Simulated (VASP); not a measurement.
# Zn (Fd-3m) in VASP: a series of runs, part 2 of 2

VASP 6.6.1. Earlier steps stand in the parts before.

## Step 4: Single point, LDA, non-collinear spin, zero start, spin-orbit coupling

This run uses another cell than the first one, of 21.36 Å³/atom, 1.040 times its volume.

Contents of INCAR:

```
SYSTEM = Zn
ALGO = Normal
EDIFF = 1E-6
ENCUT = 520
GGA_COMPAT = .FALSE.
ISIF = 2
ISMEAR = -1
LASPH = .TRUE.
LCHARG = .TRUE.
LORBIT = 11
LORBMOM = .TRUE.
LREAL = .FALSE.
LSORBIT = .TRUE.
LVHAR = .TRUE.
LWAVE = .FALSE.
MAGMOM = 0 0 0 0 0 0
NBANDS = 36
NELM = 150
PREC = Accurate
SIGMA = 0.1
```

Contents of KPOINTS:

```
k-points
0
G
  10 10 10
  0 0 0
```

Contents of POSCAR:

```
Zn
1.0
    0.0000000000      2.7746049637      2.7746049637
    2.7746049637      0.0000000000      2.7746049637
    2.7746049637      2.7746049637      0.0000000000
Zn
2
Direct
    0.1250000000      0.1250000000      0.1250000000
    0.8750000000      0.8750000000      0.8750000000
```

Potentials or basis: VASP PAW LDA potentials, release 64 (Zn).

Run with:

```bash
$ cat potpaw_LDA.64/Zn/POTCAR > POTCAR
$ mpirun -np 1 vasp_ncl > vasp.out
```

OUTCAR:

```text
SYSTEM = Zn
   EDIFF = 1E-6
   ENCUT = 520
   ISIF = 2
   ISMEAR = -1
   LASPH = .TRUE.
   LORBIT = 11
   LREAL = .FALSE.
   LSORBIT = .TRUE.
   NELM = 150
   PREC = Accurate

 ion  position               nearest neighbor table
   1  0.125  0.125  0.125-   2 2.40   2 2.40   2 2.40   2 2.40
   2  0.875  0.875  0.875-   1 2.40   1 2.40   1 2.40   1 2.40

  LATTYP: Found a face centered cubic cell.
 ALAT       =     5.5492099274

  Lattice vectors:

 A1 = (   0.0000000000,   2.7746049637,   2.7746049637)
 A2 = (   2.7746049637,   0.0000000000,   2.7746049637)
 A3 = (   2.7746049637,   2.7746049637,   0.0000000000)

Analysis of symmetry for initial positions (statically):
=====================================================================
 Subroutine PRICEL returns:
 Original cell was already a primitive cell.

 Routine SETGRP: Setting up the symmetry group for a
 face centered cubic supercell.

 Subroutine GETGRP returns: Found 48 space group operations
 (whereof 12 operations were pure point group operations)
 out of a pool of 48 trial point group operations.

The static configuration has the point symmetry D_3d.
 The point group associated with its full space group is O_h .

Analysis of symmetry for dynamics (positions and initial velocities):
=====================================================================
 Subroutine PRICEL returns:
 Original cell was already a primitive cell.

 Routine SETGRP: Setting up the symmetry group for a
 face centered cubic supercell.

 Subroutine GETGRP returns: Found 48 space group operations
 (whereof 12 operations were pure point group operations)
 out of a pool of 48 trial point group operations.

The dynamic configuration has the point symmetry D_3d.
 The point group associated with its full space group is O_h .

Analysis of structural, dynamic, and magnetic symmetry:
=====================================================================
 Subroutine PRICEL returns:
 Original cell was already a primitive cell.

 Routine SETGRP: Setting up the symmetry group for a
 face centered cubic supercell.

 Subroutine GETGRP returns: Found 48 space group operations
 (whereof 12 operations were pure point group operations)
 out of a pool of 48 trial point group operations.

The overall configuration has the point symmetry D_3d.
 The point group associated with its full space group is O_h .

 Subroutine INISYM returns: Found 48 space group operations
 (whereof 12 operations are pure point group operations),
 and found     1 'primitive' translations

----------------------------------------------------------------------------------------

                                     Primitive cell

  volume of cell :      42.7202

  direct lattice vectors                    reciprocal lattice vectors
     0.000000000  2.774604964  2.774604964    -0.180205833  0.180205833  0.180205833
     2.774604964  0.000000000  2.774604964     0.180205833 -0.180205833  0.180205833
     2.774604964  2.774604964  0.000000000     0.180205833  0.180205833 -0.180205833

  length of vectors
     3.923883970  3.923883970  3.923883970     0.312125659  0.312125659  0.312125659

  position of ions in fractional coordinates (direct lattice)
     0.125000000  0.125000000  0.125000000
[... 1079 lines left out ...]
  -------------------------------------------------------------------------------------
  Total        0.0751301      0.0751301      0.0751301     -0.0000000      0.0000000      0.0000000
  in kB        2.8176762      2.8176762      2.8176762     -0.0000000      0.0000000      0.0000000
  external PRESSURE =       2.8176762 kB  Pullay stress =       0.0000000 kB

 VOLUME and BASIS-vectors are now :
 -----------------------------------------------------------------------------
  energy-cutoff  :      520.00
  volume of cell :       42.72
      direct lattice vectors                 reciprocal lattice vectors
     0.000000000  2.774604964  2.774604964    -0.180205833  0.180205833  0.180205833
     2.774604964  0.000000000  2.774604964     0.180205833 -0.180205833  0.180205833
     2.774604964  2.774604964  0.000000000     0.180205833  0.180205833 -0.180205833

 POSITION                                       TOTAL-FORCE (eV/Angst)
 -----------------------------------------------------------------------------------
      0.69365      0.69365      0.69365        -0.000000     -0.000000     -0.000000
      4.85556      4.85556      4.85556         0.000000      0.000000      0.000000
 -----------------------------------------------------------------------------------
    total drift:                               -0.000000      0.000000      0.000000

  FREE ENERGIE OF THE ION-ELECTRON SYSTEM (eV)
  ---------------------------------------------------
  free  energy   TOTEN  =        -2.5323254107 eV

  energy  without entropy=       -2.5041204998  energy(sigma->0) =       -2.51822296

 orbital moment (x)

 # of ion     p       d       tot
 ----------------------------------------
  1         0.000  -0.000  -0.000
  2         0.000  -0.000  -0.000
 ----------------------------------------
            0.000  -0.000  -0.000

 orbital moment (y)

 # of ion     p       d       tot
 ----------------------------------------
  1         0.000   0.000   0.000
  2         0.000   0.000   0.000
 ----------------------------------------
            0.000   0.000   0.000

 orbital moment (z)

 # of ion     p       d       tot
 ----------------------------------------
  1        -0.000  -0.000  -0.000
  2         0.000  -0.000  -0.000
 ----------------------------------------
           -0.000  -0.000  -0.000

 Spin-Orbit-Coupling matrix elements

 Ion:    1  E_soc:     -0.0088434
 l=   1
     0.0000000    -0.0004082    -0.0004082
    -0.0004082     0.0000000    -0.0004082
    -0.0004082    -0.0004082     0.0000000
 l=   2
     0.0000000    -0.0002218     0.0000000    -0.0002218    -0.0008439
    -0.0002218     0.0000000    -0.0006329    -0.0002218    -0.0002110
     0.0000000    -0.0006329     0.0000000    -0.0006329     0.0000000
    -0.0002218    -0.0002218    -0.0006329     0.0000000    -0.0002110
    -0.0008439    -0.0002110     0.0000000    -0.0002110     0.0000000
 l=   3
     0.0000000     0.0000000     0.0000000     0.0000000     0.0000000     0.0000000     0.0000000
     0.0000000     0.0000000     0.0000000     0.0000000     0.0000000     0.0000000     0.0000000
     0.0000000     0.0000000     0.0000000     0.0000000     0.0000000     0.0000000     0.0000000
     0.0000000     0.0000000     0.0000000     0.0000000     0.0000000     0.0000000     0.0000000
     0.0000000     0.0000000     0.0000000     0.0000000     0.0000000     0.0000000     0.0000000
     0.0000000     0.0000000     0.0000000     0.0000000     0.0000000     0.0000000     0.0000000
     0.0000000     0.0000000     0.0000000     0.0000000     0.0000000     0.0000000     0.0000000

 Ion:    2  E_soc:     -0.0088434
 l=   1
     0.0000000    -0.0004082    -0.0004082
    -0.0004082     0.0000000    -0.0004082
    -0.0004082    -0.0004082     0.0000000
 l=   2
     0.0000000    -0.0002218     0.0000000    -0.0002218    -0.0008439
    -0.0002218     0.0000000    -0.0006329    -0.0002218    -0.0002110
     0.0000000    -0.0006329     0.0000000    -0.0006329     0.0000000
    -0.0002218    -0.0002218    -0.0006329     0.0000000    -0.0002110
    -0.0008439    -0.0002110     0.0000000    -0.0002110     0.0000000
 l=   3
     0.0000000     0.0000000     0.0000000     0.0000000     0.0000000     0.0000000     0.0000000
     0.0000000     0.0000000     0.0000000     0.0000000     0.0000000     0.0000000     0.0000000
     0.0000000     0.0000000     0.0000000     0.0000000     0.0000000     0.0000000     0.0000000
     0.0000000     0.0000000     0.0000000     0.0000000     0.0000000     0.0000000     0.0000000
     0.0000000     0.0000000     0.0000000     0.0000000     0.0000000     0.0000000     0.0000000
     0.0000000     0.0000000     0.0000000     0.0000000     0.0000000     0.0000000     0.0000000
     0.0000000     0.0000000     0.0000000     0.0000000     0.0000000     0.0000000     0.0000000

 total charge

# of ion       s       p       d       tot
------------------------------------------
    1        0.747   0.354   9.720  10.821
    2        0.747   0.354   9.720  10.821
--------------------------------------------------
tot          1.494   0.707  19.440  21.641

 magnetization (x)

# of ion       s       p       d       tot
------------------------------------------
    1        0.000   0.000   0.000   0.000
    2        0.000   0.000   0.000   0.000
--------------------------------------------------
tot          0.000   0.000   0.000   0.000

 magnetization (y)

# of ion       s       p       d       tot
------------------------------------------
    1        0.000  -0.000   0.000   0.000
    2        0.000  -0.000   0.000  -0.000
--------------------------------------------------
tot          0.000  -0.000   0.000   0.000

 magnetization (z)

# of ion       s       p       d       tot
------------------------------------------
    1        0.000   0.000   0.000   0.000
    2        0.000   0.000   0.000   0.000
--------------------------------------------------
tot          0.000   0.000   0.000   0.000
```

OSZICAR:

```text
N       E                     dE             d eps       ncg     rms          rms(c)
DAV:   1     0.155793861586E+03    0.15579E+03   -0.11290E+04  3384   0.189E+03
DAV:   2     0.102323078087E+02   -0.14556E+03   -0.13730E+03  3384   0.370E+02
DAV:   3    -0.248069966256E+01   -0.12713E+02   -0.12523E+02  3736   0.114E+02
DAV:   4    -0.271484072711E+01   -0.23414E+00   -0.23392E+00  3752   0.166E+01
DAV:   5    -0.271533887108E+01   -0.49814E-03   -0.49814E-03  3588   0.715E-01    0.312E+00
DAV:   6    -0.254782378695E+01    0.16752E+00   -0.68610E-01  4016   0.172E+01    0.222E+00
DAV:   7    -0.253748894754E+01    0.10335E-01   -0.34124E-02  3720   0.295E+00    0.109E+00
DAV:   8    -0.253237048039E+01    0.51185E-02   -0.24567E-03  3760   0.570E-01    0.758E-02
DAV:   9    -0.253232056373E+01    0.49917E-04   -0.18998E-04  3996   0.128E-01    0.366E-02
DAV:  10    -0.253232651344E+01   -0.59497E-05   -0.25217E-05  3560   0.445E-02    0.296E-02
DAV:  11    -0.253232548120E+01    0.10322E-05   -0.35675E-06  3552   0.235E-02    0.533E-03
DAV:  12    -0.253232541071E+01    0.70488E-07   -0.55038E-07  1808   0.127E-02
   1 F= -.25323254E+01 E0= -.25182230E+01  d E =-.282049E-01  mag=     0.0000    -0.0000    -0.0000
```

stdout:

```text
POSCAR found type information on POSCAR Zn
 POSCAR found :  1 types and       2 ions
 scaLAPACK will be used
 LDA part: xc-table for (Slater(with rela. corr.)+CA(PZ))
 , standard interpolation
 POSCAR, INCAR and KPOINTS ok, starting setup
 FFT: planning ... GRIDC
 FFT: planning ... GRID_SOFT
 FFT: planning ... GRID
 WAVECAR not read
 entering main loop
```

Wall time 2.4 min (1 thread of Intel Xeon Platinum 8259CL at 2.50GHz (Skylake/Cascade Lake), shared host); peak memory 0.27 GiB.

What came out:

```yaml
Free_energy: -2.5323 eV
Pressure: 0.3 GPa
Net_moment: 0.00 μB per cell
Valence_electrons_inside_the_program's_atomic_spheres: Zn 10.82
```

Moments on the atoms (μB; x, y, z):
```
Zn  0.00 0.00 0.00
Zn  0.00 0.00 0.00
```

## Step 5: Summary

```tsv
task	spin	cell	k mesh	cutoff (eV)	gap on the mesh (eV)	pressure (GPa)
relaxation of cell and atoms	off	relaxed from a = 3.873 Å, angles 60.0°, 2 atoms	10 × 10 × 10	600	none	0.0
single point	off	a = 3.924 Å, angles 60.0°, 2 atoms	16 × 16 × 16	520	none	0.5
single point	non-collinear, zero start, SOC	a = 3.924 Å, angles 60.0°, 2 atoms	10 × 10 × 10	520	-	0.3
```

Alike in all rows: level LDA; potentials or basis VASP PAW LDA potentials, release 64 (Zn); smearing fermi-dirac 0.1 eV.

Absolute energies hang on the potentials; compare differences alone.
